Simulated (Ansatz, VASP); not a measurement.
## AlN: VASP beside Ansatz

The input INCAR:

```
  PREC = Accurate
  ENCUT = 600
  EDIFF = 1E-6
  ISMEAR = -1
  SIGMA = 0.05
  LREAL = F
  LASPH = T
  NELM = 120
  ALGO = Normal
  ISIF = 2
  LWAVE = F
  LCHARG = F
  GGA = PE
  NBANDS = 11
  GGA_COMPAT = F
```

KPOINTS

```
regular mesh
0
Gamma
  5 5 5
```

The input POSCAR:

```
AlN
1.0
    0.0000000000      2.1839935596      2.1839935596
    2.1839935596      0.0000000000      2.1839935596
    2.1839935596      2.1839935596      0.0000000000
Al N
1 1
Direct
    0.0000000000      0.0000000000      0.0000000000
    0.2500000000      0.2500000000      0.2500000000
```

The input input.yaml:

```yaml
crystal:
  lattice:
    - [0.0, 2.1839935596, 2.1839935596]
    - [2.1839935596, 0.0, 2.1839935596]
    - [2.1839935596, 2.1839935596, 0.0]
  atoms:
    - { symbol: Al, position: [0.0, 0.0, 0.0] }
    - { symbol: "N", position: [0.25, 0.25, 0.25] }
hamiltonian:
  xc: pbe
  pseudopotentials: { kind: paw }
kpoints:
  mp_grid: { grid: [5, 5, 5] }
scf:
  occupations: { method: fermi_dirac, width: 0.05 }
output:
  forces: true
  stress: true
  eigenvalues: true
```

Alike in both runs: task single point; functional PBE; k mesh 5 × 5 × 5; occupations fermi-dirac, width 0.05 eV; no spin polarisation.

```csv
,VASP,Ansatz
version,VASP 6.6.1,Ansatz 0.2.0
potentials or method,"VASP PAW PBE potentials, release 64 (Al, N)",Ansatz PAW
plane-wave cutoff (eV),600,420
valence electrons in the cell,8,8
```

Ansatz gave:

- gap on the k mesh at the Fermi level (eV): 3.90
- least direct gap on the mesh (eV): 4.18
- pressure (GPa): 4.9

Q: What did VASP give for the same quantities?

A: gap on the k mesh at the Fermi level (eV): 3.89; least direct gap on the mesh (eV): 4.19; pressure (GPa): 4.5.

The k mesh is coarse, so the values compare programs but aren't converged. Noted on Ansatz's run: odd divisions of the mesh miss points on the zone boundary, where band edges often lie, so the gap on the mesh can be too wide.
